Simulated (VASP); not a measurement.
# Cu3Pt (Pm-3m) in VASP: further runs, part 2 of 2

VASP 6.6.1. The steps go on from the part before.

## Step 4: Relaxation of cell and atoms, LDA

This run uses another cell than the first one, of 12.77 Å³/atom, 1.114 times its volume.

Input file INCAR:

```
ALGO = Normal
EDIFF = 1E-6
EDIFFG = -0.005
ENCUT = 600
IBRION = 2
ISIF = 3
ISMEAR = -1
LASPH = T
LCHARG = F
LREAL = F
LWAVE = F
NELM = 60
NSW = 80
PREC = Accurate
SIGMA = 0.1
```

Input file KPOINTS:

```
k-points
0
Gamma
  6 6 6
```

Input file POSCAR:

```
Cu3Pt
1.0
    3.7100000000      0.0000000000      0.0000000000
    0.0000000000      3.7100000000      0.0000000000
    0.0000000000      0.0000000000      3.7100000000
Cu Pt
3 1
Direct
    0.0000000000      0.5000000000      0.5000000000
    0.5000000000      0.0000000000      0.5000000000
    0.5000000000      0.5000000000      0.0000000000
    0.0000000000      0.0000000000      0.0000000000
```

Potentials or basis: VASP PAW LDA potentials, release 64 (Cu, Pt).

Launch:

```
> cat potpaw_LDA.64/Cu/POTCAR potpaw_LDA.64/Pt/POTCAR > POTCAR
> mpirun -np 1 vasp_std > vasp.out
```

OUTCAR:

```text
EDIFF = 1E-6
   EDIFFG = -0.005
   ENCUT = 600
   IBRION = 2
   ISIF = 3
   ISMEAR = -1
   LASPH = T
   LREAL = F
   NELM = 60
   NSW = 80
   PREC = Accurate

 ion  position               nearest neighbor table
   1  0.000  0.500  0.500-   2 2.62   3 2.62   4 2.62   3 2.62   4 2.62   2 2.62   4 2.62   4 2.62
                             2 2.62   3 2.62   3 2.62   2 2.62
   2  0.500  0.000  0.500-   1 2.62   3 2.62   4 2.62   3 2.62   4 2.62   1 2.62   3 2.62   3 2.62
                             1 2.62   4 2.62   4 2.62   1 2.62
   3  0.500  0.500  0.000-   1 2.62   2 2.62   4 2.62   1 2.62   2 2.62   2 2.62   4 2.62   2 2.62
                             1 2.62   4 2.62   1 2.62   4 2.62
   4  0.000  0.000  0.000-   1 2.62   2 2.62   3 2.62   1 2.62   2 2.62   1 2.62   3 2.62   1 2.62
                             2 2.62   3 2.62   2 2.62   3 2.62

  LATTYP: Found a simple cubic cell.
 ALAT       =     3.7100000000

  Lattice vectors:

 A1 = (   3.7100000000,   0.0000000000,   0.0000000000)
 A2 = (   0.0000000000,   3.7100000000,   0.0000000000)
 A3 = (   0.0000000000,   0.0000000000,   3.7100000000)

Analysis of symmetry for initial positions (statically):
=====================================================================
 Subroutine PRICEL returns:
 Original cell was already a primitive cell.

 Routine SETGRP: Setting up the symmetry group for a
 simple cubic supercell.

 Subroutine GETGRP returns: Found 48 space group operations
 (whereof 48 operations were pure point group operations)
 out of a pool of 48 trial point group operations.

The static configuration has the point symmetry O_h .

Analysis of symmetry for dynamics (positions and initial velocities):
=====================================================================
 Subroutine PRICEL returns:
 Original cell was already a primitive cell.

 Routine SETGRP: Setting up the symmetry group for a
 simple cubic supercell.

 Subroutine GETGRP returns: Found 48 space group operations
 (whereof 48 operations were pure point group operations)
 out of a pool of 48 trial point group operations.

The dynamic configuration has the point symmetry O_h .

 Subroutine INISYM returns: Found 48 space group operations
 (whereof 48 operations are pure point group operations),
 and found     1 'primitive' translations

----------------------------------------------------------------------------------------

                                     Primitive cell

  volume of cell :      51.0648

  direct lattice vectors                    reciprocal lattice vectors
     3.710000000  0.000000000  0.000000000     0.269541779  0.000000000  0.000000000
     0.000000000  3.710000000  0.000000000     0.000000000  0.269541779  0.000000000
     0.000000000  0.000000000  3.710000000     0.000000000  0.000000000  0.269541779

  length of vectors
     3.710000000  3.710000000  3.710000000     0.269541779  0.269541779  0.269541779

  position of ions in fractional coordinates (direct lattice)
     0.000000000  0.500000000  0.500000000
     0.500000000  0.000000000  0.500000000
     0.500000000  0.500000000  0.000000000
     0.000000000  0.000000000  0.000000000

  ion indices of the primitive-cell ions
   primitive index   ion index
                 1           1
                 2           2
                 3           3
                 4           4

[... 47 lines left out ...]
  0.500000  0.500000  0.500000      1.000000
   k-points           NKPTS =     20   k-points in BZ     NKDIM =     20   number of bands    NBANDS=     25
   number of dos      NEDOS =    301   number of ions     NIONS =      4
   total plane-waves  NPLWV =  27000
   dimension x,y,z NGX =    30 NGY =   30 NGZ =   30
   dimension x,y,z NGXF=    60 NGYF=   60 NGZF=   60
   ions per type =               3   1
   NGX,Y,Z   is equivalent  to a cutoff of  13.44, 13.44, 13.44 a.u.
   NGXF,Y,Z  is equivalent  to a cutoff of  26.89, 26.89, 26.89 a.u.
 SYSTEM =  unknown system
   PREC   = accura    normal or accurate (medium, high low for compatibility)
   ISTART =      0    job   : 0-new  1-cont  2-samecut
   ICHARG =      2    charge: 1-file 2-atom 10-const
   ISPIN  =      1    spin polarized calculation?
   LNONCOLLINEAR =      F non collinear calculations
   LSORBIT =      F    spin-orbit coupling
   LASPH  =      T    aspherical Exc in radial PAW
   ENCUT  =  600.0 eV  44.10 Ry    6.64 a.u.   7.41  7.41  7.41*2*pi/ulx,y,z
   NELM   =     60;   NELMIN=  2; NELMDL= -5     # of ELM steps
   EDIFF  = 0.1E-05   stopping-criterion for ELM
   LREAL  =      F    real-space projection
   EDIFFG = -.5E-02   stopping-criterion for IOM
   NSW    =     80    number of steps for IOM
   IBRION =      2    ionic relax: 0-MD 1-quasi-New 2-CG
   NFREE  =      1    steps in history (QN), initial steepest desc. (CG)
   ISIF   =      3    stress and relaxation
   ISYM   =      2    0-nonsym 1-usesym 2-fastsym
   POTIM  = 0.5000    time-step for ionic-motion
   TEBEG  =    0.0;   TEEND  =   0.0 temperature during run
   PSTRESS=    0.0 pullay stress
   NELECT =      43.0000    total number of electrons
   NUPDOWN=      -1.0000    fix difference up-down
   EMIN   =  10.00;   EMAX   =-10.00  energy-range for DOS
   EFERMI =   0.00;   METHOD = LEGACY
   ISMEAR =    -1;   SIGMA  =   0.10  broadening in eV -4-tet -1-fermi 0-gaus
   EFERMI_NEDOS =   21; number of points for ismear=-14 and -15
   IALGO  =     38    algorithm
   IMIX   =      4    mixing-type and parameters
     AMIX     =   0.40;   BMIX     =  1.00
     AMIX_MAG =   1.60;   BMIX_MAG =  1.00
  volume/ion in A,a.u.               =      12.77        86.15
  Fermi-wavevector in a.u.,A,eV,Ry     =   1.545932  2.921388 32.516645  2.389906
  Thomas-Fermi vector in A             =   2.651240
   LORBIT       =      0    0 simple, 1 ext, 2 COOP (PROOUT), +10 PAW based schemes
   GGA     = CA    functional components
   LHFCALC =     F    Hartree Fock is set to
   AEXX    =    0.0000 exact exchange contribution
   IVDW    =     0    specifies the selected vdW correction
   LEPSILON=     F    determine dielectric tensor
   LRPA    =     F    only Hartree local field effects (RPA)
 conjugate gradient relaxation of ions
 non-spin polarized calculation
  energy-cutoff  :      600.00
  volume of cell :       51.06
 maximum number of plane-waves:      1743
 NGX is ok and might be reduce to    30
   NGX = 15   NGY = 15   NGZ = 15

--------------------------------------- Ionic step        1  -------------------------------------------

 number of electron      43.0000061 magnetization

 Free energy of the ion-electron system (eV)
  ---------------------------------------------------
  ext. energy  EPLUGINS =         0.00000000
  ---------------------------------------------------
  free energy    TOTEN  =       -22.07244028 eV

  energy without entropy =      -22.02084800  energy(sigma->0) =      -22.04664414

------------------------ aborting loop because EDIFF is reached ----------------------------------------

  FORCE on cell =-STRESS in cart. coord.  units (eV):
  Direction    XX          YY          ZZ          XY          YZ          ZX
  --------------------------------------------------------------------------------------
  -------------------------------------------------------------------------------------
  Total       -3.6799929     -3.6799929     -3.6799929      0.0000000      0.0000000     -0.0000000
  in kB     -115.4611371   -115.4611371   -115.4611371      0.0000000      0.0000000     -0.0000000
  external PRESSURE =    -115.4611371 kB  Pullay stress =       0.0000000 kB
[... 25 lines left out ...]
--------------------------------------- Ionic step        2  -------------------------------------------

 number of electron      42.9999975 magnetization

 E-fermi :  10.0087     XC(G=0): -14.0144

 val. band max:       10.0001663082   @ k =   0.5000   0.5000   0.0000
 cond. band min:      10.2289619339   @ k =   0.3333   0.1667   0.1667
 fundamental gap:      0.2287956256
 Fermi energy:        10.0087320559

 k-point     1 :       0.0000    0.0000    0.0000
  band No.  band energies     occupation
      1      -0.3285      2.00000
      2       3.4981      2.00000
      3       3.4981      2.00000
      4       4.5138      2.00000
      5       4.5138      2.00000
      6       4.5138      2.00000
[... 700 lines left out ...]
--------------------------------------- Ionic step        6  -------------------------------------------

 number of electron      42.9999978 magnetization

 Free energy of the ion-electron system (eV)
  ---------------------------------------------------
  ext. energy  EPLUGINS =         0.00000000
  ---------------------------------------------------
  free energy    TOTEN  =       -22.19308560 eV

  energy without entropy =      -22.14510925  energy(sigma->0) =      -22.16909743

 E-fermi :   8.8382     XC(G=0): -13.5737

 val. band max:        8.8224113619   @ k =   0.5000   0.5000   0.0000
 cond. band min:       9.0454547167   @ k =   0.3333   0.1667   0.1667
 fundamental gap:      0.2230433548
 Fermi energy:         8.8382439997

 k-point     1 :       0.0000    0.0000    0.0000
  band No.  band energies     occupation
      1      -0.8260      2.00000
      2       2.9792      2.00000
      3       2.9792      2.00000
      4       3.8923      2.00000
      5       3.8923      2.00000
      6       3.8923      2.00000
[... 580 lines left out ...]
  FREE ENERGIE OF THE ION-ELECTRON SYSTEM (eV)
  ---------------------------------------------------
  free  energy   TOTEN  =       -22.1930855999 eV

  energy  without entropy=      -22.1451092503  energy(sigma->0) =      -22.16909743

 reached required accuracy - stopping structural energy minimisation
```

CONTCAR:

```text
Cu3Pt
   1.00000000000000
     3.6329000796400681   -0.0000000000000000   -0.0000000000000000
     0.0000000000000000    3.6329000796400681    0.0000000000000000
    -0.0000000000000000   -0.0000000000000000    3.6329000796400681
  Cu              Pt
     3     1
Direct
     0.0000000000000000    0.5000000000000000    0.5000000000000000
     0.5000000000000000    0.0000000000000000    0.5000000000000000
     0.5000000000000000    0.5000000000000000    1.0000000000000000
     0.0000000000000000    0.0000000000000000    0.0000000000000000

  0.00000000E+00  0.00000000E+00  0.00000000E+00
  0.00000000E+00  0.00000000E+00  0.00000000E+00
  0.00000000E+00  0.00000000E+00  0.00000000E+00
  0.00000000E+00  0.00000000E+00  0.00000000E+00
```

Run time: 3.8 min. Hardware: 1 thread of AMD EPYC 7R43 (Zen 3), shared host; peak memory 0.14 GiB.

Results:

```
Free energy                            : -22.1931 eV
Relaxed volume                         : 11.99 Å³/atom
Relaxed cell                           : a = 3.633 Å, b = 3.633 Å, c = 3.633 Å, α = 90.00°, β = 90.00°, γ = 90.00°
Space group after relaxing (to 0.05 Å) : Pm-3m (No. 221)
Energy gained by relaxing              : 30.2 meV/atom
Ionic steps                            : 6
Pressure after relaxing                : 0.0 GPa
```

The path:
```
step  energy change (eV)  largest force (eV/Å)  pressure (GPa)  volume (Å³)
   1              0.0000                0.0000          -11.55        51.06
   2              0.0660                0.0000           19.03        44.56
   3             -0.1206                0.0000           -0.21        47.99
   4             -0.1206                0.0000            0.12        47.93
   5             -0.1206                0.0000           -0.26        47.99
   6             -0.1206                0.0000            0.05        47.95
```

Final structure:
```
Cu Pt
1.0
     3.63290    0.00000    0.00000
     0.00000    3.63290    0.00000
     0.00000    0.00000    3.63290
Cu Pt
3 1
Direct
  0.00000 0.50000 0.50000
  0.50000 0.00000 0.50000
  0.50000 0.50000 0.00000
  0.00000 0.00000 0.00000
```

Caveat: spin-orbit coupling is left out, which moves the levels of the heavy elements. LDA usually gives volumes a few per cent too small.

## Step 5: Relaxation of cell and atoms, LDA, target pressure 10 GPa, at which the enthalpy is minimised

This run uses another cell than the first one, of 12.77 Å³/atom, 1.114 times its volume.

Input file INCAR:

```
SYSTEM = Cu3Pt
ALGO     = Normal         ! electronic algorithm
EDIFF    = 1E-7           ! SCF threshold, eV
EDIFFG   = -0.005         ! ionic threshold
ENCUT    = 600            ! plane-wave cutoff, eV
IBRION   = 2              ! ionic algorithm
ISIF     = 3              ! what is computed and relaxed
ISMEAR   = -1             ! smearing method
LASPH    = .True.         ! aspherical terms in the spheres
LCHARG   = .False.        ! write CHGCAR
LREAL    = .False.        ! projectors in reciprocal space
LWAVE    = .False.        ! write WAVECAR
NELM     = 60             ! most SCF steps
NSW      = 80             ! ionic steps
PREC     = Accurate       ! precision mode
PSTRESS  = 100.0        
SIGMA    = 0.1            ! smearing width, eV
```

Input file KPOINTS:

```
k-points
0
Gamma
  6 6 6
  0 0 0
```

POSCAR is that of step 4.

Launch:

```
> cat potpaw_LDA.64/Cu/POTCAR potpaw_LDA.64/Pt/POTCAR > POTCAR
> mpirun -np 1 vasp_std > vasp.out
```

Wall time 4.5 min (1 thread of AMD EPYC 7R43 (Zen 3), shared host); peak memory 0.14 GiB.

Results (log left out):

- Free energy: -22.1347 eV
- Relaxed volume: 11.50 Å³/atom
- Relaxed cell: a = 3.583 Å, b = 3.583 Å, c = 3.583 Å, α = 90.00°, β = 90.00°, γ = 90.00°
- Space group after relaxing (to 0.05 Å): Pm-3m (No. 221)
- Energy change on relaxing (the enthalpy is what falls): -15.6 meV/atom
- Ionic steps: 7
- Pressure after relaxing: 10.0 GPa

The path:
```csv
step,energy change (eV),largest force (eV/Å),pressure (GPa),volume (Å³)
1,0.0000,0.0000,-11.58,51.06
2,1.4181,0.0000,70.25,39.38
3,-0.0741,0.0000,8.84,46.19
4,-0.0649,0.0000,9.72,46.03
5,-0.0588,0.0000,10.30,45.94
6,-0.0667,0.0000,9.61,46.06
7,-0.0623,0.0000,9.99,45.99
```

Final structure:
```
Cu Pt
1.0
     3.58281    0.00000    0.00000
     0.00000    3.58281    0.00000
     0.00000    0.00000    3.58281
Cu Pt
3 1
Direct
  0.00000 0.50000 0.50000
  0.50000 0.00000 0.50000
  0.50000 0.50000 0.00000
  0.00000 0.00000 0.00000
```

Levels at points of the mesh, in eV from the Fermi level:
| k point | band 18 | band 19 | band 20 | band 21 | band 22 | band 23 | band 24 | band 25 |
| --- | --- | --- | --- | --- | --- | --- | --- | --- |
| (0.00, 0.00, 0.00) | -0.67 | -0.03 | -0.03 | -0.03 | 1.84 | 1.84 | 1.84 | 7.95 |
| (0.50, 0.00, 0.00) | -1.79 | -1.60 | -1.30 | -1.16 | -0.08 | 7.12 | 7.12 | 8.14 |
| (0.50, 0.50, 0.00) | -2.00 | -1.65 | -1.65 | -0.01 | -0.01 | 1.04 | 2.04 | 9.67 |
| (0.50, 0.50, 0.50) | -0.79 | -0.79 | -0.59 | -0.59 | -0.59 | -0.50 | -0.50 | 4.39 |

Caveat: the cell is relaxed towards a set pressure, so the enthalpy falls and the energy may rise; spin-orbit coupling is left out, which moves the levels of the heavy elements. Zero-point motion and thermal expansion aren't in these numbers.

## Step 6: The runs side by side

| task | cell | cutoff (eV) | gap on the mesh (eV) | pressure (GPa) |
| --- | --- | --- | --- | --- |
| single point | a = 3.579 Å, 4 atoms | 520 | none | 10.9 |
| single point | a = 3.628 Å, 4 atoms | 520 | none | 0.9 |
| relaxation of cell and atoms | relaxed from a = 3.710 Å, 4 atoms | 600 | none | 0.0 |
| relaxation of cell and atoms | relaxed to 10 GPa from a = 3.710 Å, 4 atoms | 600 | none | 10.0 |

Alike in all rows: level LDA; potentials or basis VASP PAW LDA potentials, release 64 (Cu, Pt); no spin polarisation; k mesh 6 × 6 × 6; smearing fermi-dirac 0.1 eV.

Caveats: spin-orbit coupling is left out, which moves the levels of the heavy elements; the cell is relaxed towards a set pressure, so the enthalpy falls and the energy may rise (some runs).

Total energies depend on the potentials used, so only differences within one code and one set of settings carry meaning.
